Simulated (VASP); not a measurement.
**Se: single point with PBEsol**

Se:

```xyz
3
Lattice="4.3662 -0.0437 -0.0437 -2.2209 3.8031 -0.0160 -0.0495 -0.0495 4.9536" Properties=species:S:1:pos:R:3 pbc="T T T"
Se    0.9676   -0.0264    1.6414
Se   -0.5336    0.8242    3.2988
Se    1.6617    2.9120   -0.0462
```

This cell differs from its parent crystal: equal xy, yz and zx shear strains of -2 %.

```
Program             : VASP 6.6.1
Task                : single point
Functional          : PBEsol
Potentials or basis : VASP PAW PBE potentials, release 64 (Se)
Cutoff              : 520 eV
k mesh              : 6 × 6 × 5
Occupations         : fermi-dirac, width 0.03 eV
Spin                : no spin polarisation
```

```
Pressure               : 0.5 GPa
Largest force          : 0.619 eV/Å
Band gap on the k mesh : 1.10 eV, indirect (least direct gap 1.42 eV)
```

Forces on the atoms (eV/Å):
```
Se   0.446  0.174  0.354
Se  -0.073  0.130  0.036
Se  -0.373 -0.303 -0.391
```

Stress tensor (GPa, compression positive):
```
 0.41  0.76  1.52
 0.76 -0.50  1.03
 1.52  1.03  1.57
```

Levels at points of the mesh, in eV from the valence-band top:
| k point | band 5 | band 6 | band 7 | band 8 | band 9 | band 10 | band 11 | band 12 | band 13 | band 14 |
| --- | --- | --- | --- | --- | --- | --- | --- | --- | --- | --- |
| (0.00, 0.00, 0.00) | -3.79 | -3.71 | -2.04 | -2.00 | -0.37 | 1.76 | 1.92 | 2.30 | 5.95 | 6.36 |
| (0.50, 0.00, 0.00) | -4.74 | -3.46 | -2.80 | -1.74 | -0.99 | 1.84 | 2.28 | 4.38 | 5.11 | 7.55 |
| (0.00, 0.50, 0.00) | -4.69 | -3.42 | -2.94 | -1.77 | -0.95 | 1.90 | 2.41 | 4.04 | 5.20 | 7.58 |
| (0.50, 0.50, 0.00) | -4.65 | -3.39 | -2.92 | -1.76 | -0.91 | 1.91 | 2.45 | 4.04 | 5.22 | 7.54 |

Wall time 3.9 min on 1 thread of AMD EPYC 7R43 64-Core Processor (Zen 3), with other jobs on the host, peak memory 0.21 GiB.

Caveat: the cell differs from its parent crystal (equal xy, yz and zx shear strains of -2 %); the PAW data sets were made with another functional, which shifts forces and pressure a little. A k mesh can miss the band edges.
